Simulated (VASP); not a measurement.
# Hf (P6_3/mmc) in VASP: a series of runs, part 2 of 2

VASP 6.6.1.

## (3) Relaxation of volume and atoms at fixed shape, LDA

This run uses another cell than the first one, of 22.38 Å³/atom, 1.072 times its volume.

INCAR

```
PREC = Accurate
ENCUT = 600
EDIFF = 1E-6
ISMEAR = 0
SIGMA = 0.05
LREAL = F
LASPH = T
NELM = 100
ALGO = Normal
ISIF = 8
LWAVE = F
LCHARG = F
GGA = CA
IBRION = 2
NSW = 60
EDIFFG = -0.01
```

KPOINTS

```
Automatic mesh
0
Gamma
  8 8 5
```

POSCAR

```
Hf
1.0
    3.1967000000      0.0000000000      0.0000000000
   -1.5983500000      2.7684234083      0.0000000000
    0.0000000000      0.0000000000      5.0578000000
Hf
2
Direct
    0.3333330000      0.6666670000      0.2500000000
    0.6666670000      0.3333330000      0.7500000000
```

Potentials or basis: VASP PAW LDA potentials, release 64 (Hf_pv).

Run with:

```
cat potpaw_LDA.64/Hf_pv/POTCAR > POTCAR
mpirun -np 1 vasp_std > vasp.out
```

OUTCAR:

```text
PREC = Accurate
   ENCUT = 600
   EDIFF = 1E-6
   ISMEAR = 0
   LREAL = F
   LASPH = T
   NELM = 100
   ISIF = 8
   GGA = CA
   IBRION = 2
   NSW = 60
   EDIFFG = -0.01

 ion  position               nearest neighbor table
   1  0.333  0.667  0.250-   2 3.13   2 3.13   2 3.13   2 3.13   2 3.13   2 3.13
   2  0.667  0.333  0.750-   1 3.13   1 3.13   1 3.13   1 3.13   1 3.13   1 3.13

  LATTYP: Found a hexagonal cell.
 ALAT       =     3.1967000000
 C/A-ratio  =     1.5821941377

  Lattice vectors:

 A1 = (   3.1967000000,   0.0000000000,   0.0000000000)
 A2 = (  -1.5983500000,   2.7684234083,   0.0000000000)
 A3 = (   0.0000000000,   0.0000000000,   5.0578000000)

Analysis of symmetry for initial positions (statically):
=====================================================================
 Subroutine PRICEL returns:
 Original cell was already a primitive cell.

 Routine SETGRP: Setting up the symmetry group for a
 hexagonal supercell.

 Subroutine GETGRP returns: Found 24 space group operations
 (whereof 12 operations were pure point group operations)
 out of a pool of 24 trial point group operations.

The static configuration has the point symmetry D_3d.
 The point group associated with its full space group is D_6h.

Analysis of symmetry for dynamics (positions and initial velocities):
=====================================================================
 Subroutine PRICEL returns:
 Original cell was already a primitive cell.

 Routine SETGRP: Setting up the symmetry group for a
 hexagonal supercell.

 Subroutine GETGRP returns: Found 24 space group operations
 (whereof 12 operations were pure point group operations)
 out of a pool of 24 trial point group operations.

The dynamic configuration has the point symmetry D_3d.
 The point group associated with its full space group is D_6h.

 Subroutine INISYM returns: Found 24 space group operations
 (whereof 12 operations are pure point group operations),
 and found     1 'primitive' translations

[... 134 lines left out ...]
--------------------------------------- Ionic step        1  -------------------------------------------

 number of electron      20.0000001 magnetization

 Free energy of the ion-electron system (eV)
  ---------------------------------------------------
  ext. energy  EPLUGINS =         0.00000000
  ---------------------------------------------------
  free energy    TOTEN  =       -21.31754221 eV

  energy without entropy =      -21.31509168  energy(sigma->0) =      -21.31631694

------------------------ aborting loop because EDIFF is reached ----------------------------------------

  FORCE on cell =-STRESS in cart. coord.  units (eV):
  Direction    XX          YY          ZZ          XY          YZ          ZX
  --------------------------------------------------------------------------------------
  -------------------------------------------------------------------------------------
  Total       -2.0517268     -2.0517268     -2.1464470      0.0000000      0.0000000     -0.0000000
  in kB      -73.4402379    -73.4402380    -76.8306857      0.0000000      0.0000000     -0.0000000
  external PRESSURE =     -74.5703872 kB  Pullay stress =       0.0000000 kB
[... 131 lines left out ...]
--------------------------------------- Ionic step        5  -------------------------------------------

 number of electron      19.9999999 magnetization

 Free energy of the ion-electron system (eV)
  ---------------------------------------------------
  ext. energy  EPLUGINS =         0.00000000
  ---------------------------------------------------
  free energy    TOTEN  =       -21.38947318 eV

  energy without entropy =      -21.38630718  energy(sigma->0) =      -21.38789018

 E-fermi :   5.3633     XC(G=0): -11.7816

 val. band max:        5.3196026286   @ k =   0.3750   0.2500   0.4000
 cond. band min:       5.3713058638   @ k =   0.1250   0.0000   0.4000
 fundamental gap:      0.0517032352
 Fermi energy:         5.3632550877

 k-point     1 :       0.0000    0.0000    0.0000
  band No.  band energies     occupation
      1     -25.6412      2.00000
      2     -24.6943      2.00000
      3     -24.6943      2.00000
      4     -24.5350      2.00000
      5     -24.5331      2.00000
      6     -24.5331      2.00000
      7      -2.2615      2.00000
      8       1.3599      2.00000
      9       6.3327      0.00000
     10       6.3976      0.00000
     11       6.3976      0.00000
     12       6.6983      0.00000
     13       7.2869      0.00000
     14       7.2869      0.00000
[... 377 lines left out ...]
      1     -25.4597      2.00000
      2     -25.3785      2.00000
      3     -24.8827      2.00000
      4     -24.7996      2.00000
      5     -24.7507      2.00000
      6     -24.7194      2.00000
      7       1.3609      2.00000
      8       1.9914      2.00000
      9       3.9212      2.00000
     10       4.4757      2.00000
     11       6.0824      0.00000
     12       6.4446      0.00000
     13       7.3359      0.00000
     14       8.6293      0.00000

 [... further k-points ...]
[... 5 lines left out ...]
  --------------------------------------------------------------------------------------
  -------------------------------------------------------------------------------------
  Total       -0.0725929     -0.0725929      0.0978898      0.0000000      0.0000000      0.0000000
  in kB       -2.7807701     -2.7807701      3.7497993      0.0000000      0.0000000      0.0000000
  external PRESSURE =      -0.6039137 kB  Pullay stress =       0.0000000 kB
[... 17 lines left out ...]
  FREE ENERGIE OF THE ION-ELECTRON SYSTEM (eV)
  ---------------------------------------------------
  free  energy   TOTEN  =       -21.3894731782 eV

  energy  without entropy=      -21.3863071800  energy(sigma->0) =      -21.38789018

 reached required accuracy - stopping structural energy minimisation
```

CONTCAR:

```text
Hf
   1.00000000000000
     3.1252385346996845    0.0000000000000000    0.0000000000000000
    -1.5626192673498422    2.7065359639577689    0.0000000000000000
     0.0000000000000000    0.0000000000000000    4.9447340885300672
  Hf
     2
Direct
     0.3333330000000032    0.6666669999999968    0.2500000000000000
     0.6666669999999968    0.3333330000000032    0.7500000000000000

  0.00000000E+00  0.00000000E+00  0.00000000E+00
  0.00000000E+00  0.00000000E+00  0.00000000E+00
```

It took 25 s on 1 thread of Intel Xeon 6975P-C (Granite Rapids), shared host; peak memory 0.17 GiB.

Results:

| Item | Value |
| --- | --- |
| Free energy | -21.3895 eV |
| Relaxed volume | 20.91 Å³/atom |
| Relaxed cell | a = 3.125 Å, b = 3.125 Å, c = 4.945 Å, α = 90.00°, β = 90.00°, γ = 120.00° |
| Space group after relaxing (to 0.05 Å) | P6_3/mmc (No. 194) |
| Energy gained by relaxing | 36.0 meV/atom |
| Ionic steps | 5 |
| Pressure after relaxing | -0.1 GPa |
| Band gap on the k mesh | zero (band 10 reaches 6.40 eV, above the bottom of band 11 at 4.96 eV) |

Stress tensor (GPa, compression positive):
```
-0.28  0.00  0.00
 0.00 -0.28  0.00
 0.00  0.00  0.37
```

Step by step:
| step | energy change (eV) | largest force (eV/Å) | pressure (GPa) | volume (Å³) |
| --- | --- | --- | --- | --- |
| 1 | 0.0000 | 0.0000 | -7.46 | 44.76 |
| 2 | 0.0462 | 0.0000 | 11.86 | 38.35 |
| 3 | -0.0719 | 0.0000 | -0.08 | 41.83 |
| 4 | -0.0719 | 0.0000 | 0.08 | 41.77 |
| 5 | -0.0719 | 0.0000 | -0.06 | 41.83 |

Final structure:
```yaml
crystal:
  lattice:
    - [3.12524, 0.00000, 0.00000]
    - [-1.56262, 2.70654, 0.00000]
    - [0.00000, 0.00000, 4.94473]
  atoms:
    - { symbol: Hf, position: [0.33333, 0.66667, 0.25000] }
    - { symbol: Hf, position: [0.66667, 0.33333, 0.75000] }
```

Caveat: spin-orbit coupling is left out, which moves the levels of the heavy elements. Zero-point motion and thermal expansion aren't in these numbers.
